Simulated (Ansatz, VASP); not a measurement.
## BN: VASP beside Ansatz

INCAR

```
  PREC = Accurate
  ENCUT = 520
  EDIFF = 1E-7
  ISMEAR = 0
  SIGMA = 0.05
  LREAL = False
  LASPH = True
  NELM = 100
  ALGO = Normal
  ISIF = 2
  LWAVE = False
  LCHARG = False
  GGA = PE
  NBANDS = 11
```

KPOINTS

```
regular mesh
0
Gamma
  12 12 12
```

POSCAR

```
BN
1.0
    0.0000000000      1.8130010000      1.8130010000
    1.8130010000      0.0000000000      1.8130010000
    1.8130010000      1.8130010000      0.0000000000
B N
1 1
Direct
    0.0390020072     -0.0390020072      0.0000000000
    0.7500000000      0.7500000000      0.7500000000
```

Input for Ansatz:

```yaml
crystal:
  lattice:
    - [0.0, 1.813001, 1.813001]
    - [1.813001, 0.0, 1.813001]
    - [1.813001, 1.813001, 0.0]
  atoms:
    - { symbol: B, position: [0.0390020072, -0.0390020072, 0.0] }
    - { symbol: "N", position: [0.75, 0.75, 0.75] }
basis:
  ecutwfc: 420
kpoints:
  mp_grid: { grid: [12, 12, 12] }
hamiltonian:
  xc: pbe
scf:
  occupations: { method: gaussian, width: 0.05 }
output:
  forces: true
  stress: true
  eigenvalues: true
```

Change from the starting cell: all B atoms moved -0.100 Å, as atom 1 along Cartesian [1 -1 0].

Alike in both runs: task single point; functional PBE; k mesh 12 × 12 × 12; occupations gaussian, width 0.05 eV; no spin polarisation.

|  | VASP | Ansatz |
| --- | --- | --- |
| version | VASP 6.6.1 | Ansatz 0.2.0 |
| potentials or method | VASP PAW PBE potentials, release 64 (B, N), cutoff 520 eV | scalar-relativistic, plane waves, PAW |
| valence electrons in the cell | 8 | 8 |

```csv
,VASP,Ansatz,Ansatz less VASP
gap on the k mesh at the Fermi level (eV),3.54,3.55,+0.012
least direct gap on the mesh (eV),7.44,7.44,+0.006
pressure (GPa),2.7,2.5,-0.20
"traceless stress, the component that is largest in VASP (GPa)",-3.10,-3.11,-0.009
rms of the force components (eV/Å),1.391,1.385,-0.0062
```

Atom by atom the forces differ by 0.006 eV/Å (rms over components).
